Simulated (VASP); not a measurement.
# Rh (Im-3m) in VASP: notebook

Runs on Rh. Level: PBE. Tasks: single point.

Everything below comes from runs of VASP 6.6.1. Logs are shortened: lines on timing, memory, paths and dates and some standing lists are left out, and cuts for length are marked.

**1. The cell of the first run**

The structure is cubic, space group Im-3m (No. 229). Conventional cell: a = 3.008 Å, b = 3.008 Å, c = 3.008 Å, α = 90.00°, β = 90.00°, γ = 90.00°. Within 3.4 Å of Rh (site symmetry m-3m) lie 14 Rh at 2.61 to 3.01 Å.

This isn't the form of Rh at room conditions, which is fcc.

**2. Single point, PBE**

INCAR reads:

```
SYSTEM = Rh
PREC     = Accurate       ! precision mode
ENCUT    = 520            ! plane-wave cutoff, eV
EDIFF    = 1E-6           ! SCF threshold, eV
ISMEAR   = -1             ! smearing method
SIGMA    = 0.06122561905347299 ! smearing width, eV
LREAL    = .FALSE.        ! projectors in reciprocal space
LASPH    = .TRUE.         ! aspherical terms in the spheres
NELM     = 60             ! most SCF steps
ALGO     = Normal         ! electronic algorithm
ISIF     = 2              ! what is computed and relaxed
LWAVE    = .FALSE.        ! write WAVECAR
LCHARG   = .FALSE.        ! write CHGCAR
GGA      = PE             ! functional
NBANDS   = 14             ! bands
```

KPOINTS reads:

```
regular mesh
0
G
  50 50 50
  0 0 0
```

POSCAR reads:

```
Rh
1.0
   -1.5040632869      1.5040632869      1.5040632869
    1.5040632869     -1.5040632869      1.5040632869
    1.5040632869      1.5040632869     -1.5040632869
Rh
1
Direct
    0.0000000000      0.0000000000      0.0000000000
```

Potentials or basis: VASP PAW PBE potentials, release 64 (Rh_pv).

On the command line:

```
cat potpaw_PBE.64/Rh_pv/POTCAR > POTCAR
mpirun -np 1 vasp_std > vasp.out
```

OUTCAR:

```text
SYSTEM = Rh
   PREC = Accurate
   ENCUT = 520
   EDIFF = 1E-6
   ISMEAR = -1
   LREAL = .FALSE.
   LASPH = .TRUE.
   NELM = 60
   ISIF = 2
   GGA = PE

 ion  position               nearest neighbor table
   1  0.000  0.000  0.000-

  LATTYP: Found a body centered cubic cell.
 ALAT       =     3.0081265738

  Lattice vectors:

 A1 = (  -1.5040632869,   1.5040632869,   1.5040632869)
 A2 = (   1.5040632869,  -1.5040632869,   1.5040632869)
 A3 = (   1.5040632869,   1.5040632869,  -1.5040632869)

Analysis of symmetry for initial positions (statically):
=====================================================================
 Subroutine PRICEL returns:
 Original cell was already a primitive cell.

 Routine SETGRP: Setting up the symmetry group for a
 body centered cubic supercell.

 Subroutine GETGRP returns: Found 48 space group operations
 (whereof 48 operations were pure point group operations)
 out of a pool of 48 trial point group operations.

The static configuration has the point symmetry O_h .

Analysis of symmetry for dynamics (positions and initial velocities):
=====================================================================
 Subroutine PRICEL returns:
 Original cell was already a primitive cell.

 Routine SETGRP: Setting up the symmetry group for a
 body centered cubic supercell.

 Subroutine GETGRP returns: Found 48 space group operations
 (whereof 48 operations were pure point group operations)
 out of a pool of 48 trial point group operations.

The dynamic configuration has the point symmetry O_h .

 Subroutine INISYM returns: Found 48 space group operations
 (whereof 48 operations are pure point group operations),
 and found     1 'primitive' translations

----------------------------------------------------------------------------------------

                                     Primitive cell

  volume of cell :      13.6100

  direct lattice vectors                    reciprocal lattice vectors
    -1.504063287  1.504063287  1.504063287     0.000000000  0.332432820  0.332432820
     1.504063287 -1.504063287  1.504063287     0.332432820  0.000000000  0.332432820
     1.504063287  1.504063287 -1.504063287     0.332432820  0.332432820  0.000000000

  length of vectors
     2.605114031  2.605114031  2.605114031     0.470131003  0.470131003  0.470131003

[... 77 lines left out ...]
   NELM   =     60;   NELMIN=  2; NELMDL= -5     # of ELM steps
   EDIFF  = 0.1E-05   stopping-criterion for ELM
   LREAL  =      F    real-space projection
   EDIFFG = 0.1E-04   stopping-criterion for IOM
   NSW    =      0    number of steps for IOM
   IBRION =     -1    ionic relax: 0-MD 1-quasi-New 2-CG
   NFREE  =      0    steps in history (QN), initial steepest desc. (CG)
   ISIF   =      2    stress and relaxation
   ISYM   =      2    0-nonsym 1-usesym 2-fastsym
   POTIM  = 0.5000    time-step for ionic-motion
   TEBEG  =    0.0;   TEEND  =   0.0 temperature during run
   PSTRESS=    0.0 pullay stress
   NELECT =      15.0000    total number of electrons
   NUPDOWN=      -1.0000    fix difference up-down
   EMIN   =  10.00;   EMAX   =-10.00  energy-range for DOS
   EFERMI =   0.00;   METHOD = LEGACY
   ISMEAR =    -1;   SIGMA  =   0.06  broadening in eV -4-tet -1-fermi 0-gaus
   EFERMI_NEDOS =   21; number of points for ismear=-14 and -15
   IALGO  =     38    algorithm
   IMIX   =      4    mixing-type and parameters
     AMIX     =   0.40;   BMIX     =  1.00
     AMIX_MAG =   1.60;   BMIX_MAG =  1.00
  volume/ion in A,a.u.               =      13.61        91.84
  Fermi-wavevector in a.u.,A,eV,Ry     =   1.691035  3.195592 38.907190  2.859598
  Thomas-Fermi vector in A             =   2.772874
   LORBIT       =      0    0 simple, 1 ext, 2 COOP (PROOUT), +10 PAW based schemes
   GGA     = PE    functional components
[... 5 lines left out ...]
 non-spin polarized calculation
  energy-cutoff  :      520.00
  volume of cell :       13.61
 maximum number of plane-waves:       378
   NGX =  9   NGY =  9   NGZ =  9

 number of electron      14.9999994 magnetization

 Free energy of the ion-electron system (eV)
  ---------------------------------------------------
  ext. energy  EPLUGINS =         0.00000000
  ---------------------------------------------------
  free energy    TOTEN  =        -6.87684718 eV

  energy without entropy =       -6.84779289  energy(sigma->0) =       -6.86232003

 E-fermi :  11.9099     XC(G=0): -14.0774

 val. band max:       11.9097034272   @ k =   0.2600   0.2000   0.0400
 cond. band min:      11.9099388955   @ k =  -0.2200   0.4000   0.0200
 fundamental gap:      0.0002354683
 Fermi energy:        11.9098634576

 k-point     1 :       0.0000    0.0000    0.0000
  band No.  band energies     occupation
      1     -34.1416      2.00000
      2     -34.1416      2.00000
      3     -34.1416      2.00000
      4       4.0655      2.00000
      5       8.8960      2.00000
      6       8.8960      2.00000
      7       8.8960      2.00000
      8      11.4357      1.99913
      9      11.4357      1.99913
     10      30.4363      0.00000
     11      30.4363      0.00000
     12      30.4363      0.00000
     13      32.9110      0.00000
     14      40.8174      0.00000
[... 377 lines left out ...]
      1     -34.9041      2.00000
      2     -34.3972      2.00000
      3     -34.1422      2.00000
      4       5.8964      2.00000
      5       7.3383      2.00000
      6      11.3575      1.99976
      7      11.7981      1.72247
      8      12.9870      0.00000
      9      13.4959      0.00000
     10      21.9220      0.00000
     11      26.6731      0.00000
     12      30.9404      0.00000
     13      32.9116      0.00000
     14      37.9977      0.00000

 [... further k-points ...]

------------------------ aborting loop because EDIFF is reached ----------------------------------------

  FORCE on cell =-STRESS in cart. coord.  units (eV):
  Direction    XX          YY          ZZ          XY          YZ          ZX
  --------------------------------------------------------------------------------------
  -------------------------------------------------------------------------------------
  Total        1.4350339      1.4350339      1.4350339     -0.0000000      0.0000000     -0.0000000
  in kB      168.9329664    168.9329664    168.9329664     -0.0000000      0.0000000     -0.0000000
  external PRESSURE =     168.9329664 kB  Pullay stress =       0.0000000 kB

 VOLUME and BASIS-vectors are now :
 -----------------------------------------------------------------------------
  energy-cutoff  :      520.00
  volume of cell :       13.61
      direct lattice vectors                 reciprocal lattice vectors
    -1.504063287  1.504063287  1.504063287     0.000000000  0.332432820  0.332432820
     1.504063287 -1.504063287  1.504063287     0.332432820  0.000000000  0.332432820
     1.504063287  1.504063287 -1.504063287     0.332432820  0.332432820  0.000000000

 POSITION                                       TOTAL-FORCE (eV/Angst)
 -----------------------------------------------------------------------------------
      0.00000      0.00000      0.00000         0.000000      0.000000      0.000000
 -----------------------------------------------------------------------------------
    total drift:                                0.000000     -0.000000      0.000000

  FREE ENERGIE OF THE ION-ELECTRON SYSTEM (eV)
  ---------------------------------------------------
  free  energy   TOTEN  =        -6.8768471770 eV

  energy  without entropy=       -6.8477928858  energy(sigma->0) =       -6.86232003
```

It took 6.9 min on 1 thread of Oxide Virtual Turin-like, shared host; peak memory 0.55 GiB.

Results:

```yaml
Free_energy: -6.8768 eV
Pressure: 16.9 GPa
Band_gap_on_the_k_mesh: zero (an odd number of electrons rules out a gap without spin polarisation)
```

Levels at points of the mesh, in eV from the Fermi level:
| k point | band 5 | band 6 | band 7 | band 8 | band 9 | band 10 |
| --- | --- | --- | --- | --- | --- | --- |
| (0.00, 0.00, 0.00) | -3.01 | -3.01 | -3.01 | -0.47 | -0.47 | 18.53 |
| (0.50, 0.00, 0.00) | -4.59 | -0.53 | -0.10 | 1.33 | 1.69 | 9.68 |
| (0.50, 0.50, 0.50) | -6.07 | 1.16 | 1.16 | 1.16 | 9.64 | 9.64 |

Caveat: the cell stands under pressure.

**3. Single point, PBE**

This run uses another cell than the first one, of 13.90 Å³/atom.

INCAR reads:

```
SYSTEM = Rh
PREC     = Accurate       ! precision mode
ENCUT    = 520            ! plane-wave cutoff, eV
EDIFF    = 1E-7           ! SCF threshold, eV
ISMEAR   = -1             ! smearing method
SIGMA    = 0.06122561905347299 ! smearing width, eV
LREAL    = .False.        ! projectors in reciprocal space
LASPH    = .True.         ! aspherical terms in the spheres
NELM     = 60             ! most SCF steps
ALGO     = Normal         ! electronic algorithm
ISIF     = 2              ! what is computed and relaxed
LWAVE    = .False.        ! write WAVECAR
LCHARG   = .False.        ! write CHGCAR
GGA      = PE             ! functional
NBANDS   = 14             ! bands
```

KPOINTS reads:

```
regular mesh
0
Gamma
  50 50 50
  0 0 0
```

POSCAR reads:

```
Rh
1.0
   -1.5146556309      1.5146556309      1.5146556309
    1.5146556309     -1.5146556309      1.5146556309
    1.5146556309      1.5146556309     -1.5146556309
Rh
1
Direct
    0.0000000000      0.0000000000      0.0000000000
```

Potentials or basis: VASP PAW PBE potentials, release 64 (Rh_pv).

On the command line:

```
cat potpaw_PBE.64/Rh_pv/POTCAR > POTCAR
mpirun -np 1 vasp_std > vasp.out
```

Wall time 5.2 min (1 thread of Oxide Virtual Turin-like, shared host); peak memory 0.57 GiB.

Results (log left out):

```yaml
Free_energy: -6.9017 eV
Pressure: 10.6 GPa
Band_gap_on_the_k_mesh: zero (an odd number of electrons rules out a gap without spin polarisation)
```

Levels at points of the mesh, in eV from the Fermi level:
```csv
k point,band 5,band 6,band 7,band 8,band 9,band 10
"(0.00, 0.00, 0.00)",-2.92,-2.92,-2.92,-0.45,-0.45,18.50
"(0.50, 0.00, 0.00)",-4.45,-0.51,-0.10,1.34,1.63,9.44
"(0.50, 0.50, 0.50)",-5.88,1.12,1.12,1.12,9.53,9.53
```

Caveat: the cell stands under pressure.

**4. Single point, PBE**

This run uses another cell than the first one, of 14.19 Å³/atom.

INCAR reads:

```
SYSTEM = Rh
  PREC = Accurate
  ENCUT = 520
  EDIFF = 1E-7
  ISMEAR = -1
  SIGMA = 0.06122561905347299
  LREAL = .FALSE.
  LASPH = .TRUE.
  NELM = 80
  ALGO = Normal
  ISIF = 2
  LWAVE = .FALSE.
  LCHARG = .TRUE.
  GGA = PE
  LELF = .TRUE.
  LVHAR = .TRUE.
  NBANDS = 14
```

KPOINTS reads:

```
Automatic mesh
0
G
  50 50 50
  0 0 0
```

POSCAR reads:

```
Rh
1.0
   -1.5251018619      1.5251018619      1.5251018619
    1.5251018619     -1.5251018619      1.5251018619
    1.5251018619      1.5251018619     -1.5251018619
Rh
1
Direct
    0.0000000000      0.0000000000      0.0000000000
```

Potentials or basis: VASP PAW PBE potentials, release 64 (Rh_pv).

On the command line:

```
cat potpaw_PBE.64/Rh_pv/POTCAR > POTCAR
mpirun -np 1 vasp_std > vasp.out
```

OUTCAR:

```text
SYSTEM = Rh
   PREC = Accurate
   ENCUT = 520
   EDIFF = 1E-7
   ISMEAR = -1
   LREAL = .FALSE.
   LASPH = .TRUE.
   NELM = 80
   ISIF = 2
   GGA = PE

 ion  position               nearest neighbor table
   1  0.000  0.000  0.000-

  LATTYP: Found a body centered cubic cell.
 ALAT       =     3.0502037238

  Lattice vectors:

 A1 = (  -1.5251018619,   1.5251018619,   1.5251018619)
 A2 = (   1.5251018619,  -1.5251018619,   1.5251018619)
[... 586 lines left out ...]
     14      36.5600      0.00000

 [... further k-points ...]

------------------------ aborting loop because EDIFF is reached ----------------------------------------

  FORCE on cell =-STRESS in cart. coord.  units (eV):
  Direction    XX          YY          ZZ          XY          YZ          ZX
  --------------------------------------------------------------------------------------
  -------------------------------------------------------------------------------------
  Total        0.4395308      0.4395308      0.4395308      0.0000000      0.0000000      0.0000000
  in kB       49.6298906     49.6298906     49.6298906      0.0000000      0.0000000      0.0000000
  external PRESSURE =      49.6298906 kB  Pullay stress =       0.0000000 kB

 VOLUME and BASIS-vectors are now :
 -----------------------------------------------------------------------------
  energy-cutoff  :      520.00
  volume of cell :       14.19
      direct lattice vectors                 reciprocal lattice vectors
    -1.525101862  1.525101862  1.525101862     0.000000000  0.327846954  0.327846954
     1.525101862 -1.525101862  1.525101862     0.327846954  0.000000000  0.327846954
     1.525101862  1.525101862 -1.525101862     0.327846954  0.327846954  0.000000000

 POSITION                                       TOTAL-FORCE (eV/Angst)
 -----------------------------------------------------------------------------------
      0.00000      0.00000      0.00000        -0.000000      0.000000      0.000000
 -----------------------------------------------------------------------------------
    total drift:                                0.000000     -0.000000      0.000000

  FREE ENERGIE OF THE ION-ELECTRON SYSTEM (eV)
  ---------------------------------------------------
  free  energy   TOTEN  =        -6.9158224551 eV

  energy  without entropy=       -6.8851591867  energy(sigma->0) =       -6.90049082
```

Run time: 8.6 min. Hardware: 1 thread of Oxide Virtual Turin-like, shared host; peak memory 0.58 GiB.

What came out:

* Free energy: -6.9158 eV
* Pressure: 5.0 GPa
* Band gap on the k mesh: zero (an odd number of electrons rules out a gap without spin polarisation)

Levels at points of the mesh, in eV from the Fermi level:
```csv
k point,band 5,band 6,band 7,band 8,band 9,band 10
"(0.00, 0.00, 0.00)",-2.83,-2.83,-2.83,-0.44,-0.44,18.47
"(0.50, 0.00, 0.00)",-4.31,-0.50,-0.10,1.35,1.57,9.22
"(0.50, 0.50, 0.50)",-5.69,1.08,1.08,1.08,9.43,9.43
```

Caveat: the cell stands under pressure.

**5. Single point, PBE**

This run uses another cell than the first one, of 14.48 Å³/atom.

INCAR reads:

```
ALGO = Normal
EDIFF = 1E-7
ENCUT = 520
GGA = PE
ISIF = 2
ISMEAR = -1
LASPH = T
LCHARG = T
LELF = T
LREAL = F
LVHAR = T
LWAVE = F
NBANDS = 14
NELM = 60
PREC = Accurate
SIGMA = 0.06122561905347299
```

KPOINTS reads:

```
k-points
0
Gamma
  50 50 50
```

POSCAR reads:

```
Rh
1.0
   -1.5354069168      1.5354069168      1.5354069168
    1.5354069168     -1.5354069168      1.5354069168
    1.5354069168      1.5354069168     -1.5354069168
Rh
1
Direct
    0.0000000000      0.0000000000      0.0000000000
```

Potentials or basis: VASP PAW PBE potentials, release 64 (Rh_pv).

On the command line:

```
cat potpaw_PBE.64/Rh_pv/POTCAR > POTCAR
mpirun -np 1 vasp_std > vasp.out
```

OUTCAR:

```text
EDIFF = 1E-7
   ENCUT = 520
   GGA = PE
   ISIF = 2
   ISMEAR = -1
   LASPH = T
   LREAL = F
   NELM = 60
   PREC = Accurate

 ion  position               nearest neighbor table
   1  0.000  0.000  0.000-

  LATTYP: Found a body centered cubic cell.
 ALAT       =     3.0708138336

  Lattice vectors:

 A1 = (  -1.5354069168,   1.5354069168,   1.5354069168)
 A2 = (   1.5354069168,  -1.5354069168,   1.5354069168)
[... 585 lines left out ...]
     13      31.9627      0.00000
     14      35.8810      0.00000

 [... further k-points ...]

------------------------ aborting loop because EDIFF is reached ----------------------------------------

  FORCE on cell =-STRESS in cart. coord.  units (eV):
  Direction    XX          YY          ZZ          XY          YZ          ZX
  --------------------------------------------------------------------------------------
  -------------------------------------------------------------------------------------
  Total        0.0005359      0.0005359      0.0005359      0.0000000      0.0000000      0.0000000
  in kB        0.0593051      0.0593051      0.0593051      0.0000000      0.0000000      0.0000000
  external PRESSURE =       0.0593051 kB  Pullay stress =       0.0000000 kB

 VOLUME and BASIS-vectors are now :
 -----------------------------------------------------------------------------
  energy-cutoff  :      520.00
  volume of cell :       14.48
      direct lattice vectors                 reciprocal lattice vectors
    -1.535406917  1.535406917  1.535406917     0.000000000  0.325646573  0.325646573
     1.535406917 -1.535406917  1.535406917     0.325646573  0.000000000  0.325646573
     1.535406917  1.535406917 -1.535406917     0.325646573  0.325646573  0.000000000

 POSITION                                       TOTAL-FORCE (eV/Angst)
 -----------------------------------------------------------------------------------
      0.00000      0.00000      0.00000        -0.000000     -0.000000     -0.000000
 -----------------------------------------------------------------------------------
    total drift:                                0.000000     -0.000000      0.000000

  FREE ENERGIE OF THE ION-ELECTRON SYSTEM (eV)
  ---------------------------------------------------
  free  energy   TOTEN  =        -6.9203871547 eV

  energy  without entropy=       -6.8889192529  energy(sigma->0) =       -6.90465320
```

OSZICAR:

```text
N       E                     dE             d eps       ncg     rms          rms(c)
DAV:   1     0.120867958003E+03    0.12087E+03   -0.87893E+03 87280   0.114E+03
DAV:   2    -0.574691943926E+01   -0.12661E+03   -0.12101E+03 95384   0.338E+02
DAV:   3    -0.732624359087E+01   -0.15793E+01   -0.15751E+01105974   0.417E+01
DAV:   4    -0.733249771344E+01   -0.62541E-02   -0.62535E-02101654   0.269E+00
DAV:   5    -0.733255740823E+01   -0.59695E-04   -0.59694E-04105696   0.233E-01    0.923E+00
DAV:   6    -0.693464272789E+01    0.39791E+00   -0.74908E-01 94028   0.113E+01    0.351E+00
DAV:   7    -0.692307246207E+01    0.11570E-01   -0.14211E-02106472   0.127E+00    0.174E+00
DAV:   8    -0.692044814539E+01    0.26243E-02   -0.27484E-03 91172   0.685E-01    0.130E-01
DAV:   9    -0.692038586225E+01    0.62283E-04   -0.62231E-05103802   0.107E-01    0.114E-02
DAV:  10    -0.692038723259E+01   -0.13703E-05   -0.26526E-06 99284   0.194E-02    0.163E-03
DAV:  11    -0.692038715472E+01    0.77866E-07   -0.81999E-08 71758   0.361E-03
   1 F= -.69203872E+01 E0= -.69046532E+01  d E =-.314679E-01
```

stdout:

```text
POSCAR found type information on POSCAR Rh
 POSCAR found :  1 types and       1 ions
 scaLAPACK will be used
 LDA part: xc-table for (Slater+PW92), standard interpolation
 POSCAR, INCAR and KPOINTS ok, starting setup
 FFT: planning ... GRIDC
 FFT: planning ... GRID_SOFT
 FFT: planning ... GRID
 WAVECAR not read
 entering main loop
```

Run time: 8.1 min. Hardware: 1 thread of Oxide Virtual Turin-like, shared host; peak memory 0.58 GiB.

What came out:

- Free energy: -6.9204 eV
- Pressure: 0.0 GPa
- Band gap on the k mesh: zero (an odd number of electrons rules out a gap without spin polarisation)

**6. Overview**

```csv
cell,gap on the mesh (eV),pressure (GPa)
"a = 2.605 Å, angles 109.5°, 1 atom",none,16.9
"a = 2.623 Å, angles 109.5°, 1 atom",none,10.6
"a = 2.642 Å, angles 109.5°, 1 atom",none,5.0
"a = 2.659 Å, angles 109.5°, 1 atom",none,0.0
```

Alike in all rows: task single point; level PBE; potentials or basis VASP PAW PBE potentials, release 64 (Rh_pv); no spin polarisation; k mesh 50 × 50 × 50; cutoff (eV) 520; smearing fermi-dirac 0.0612256 eV.

Caveats: the cell stands under pressure (at least some runs).

Absolute energies hang on the potentials; compare differences alone.
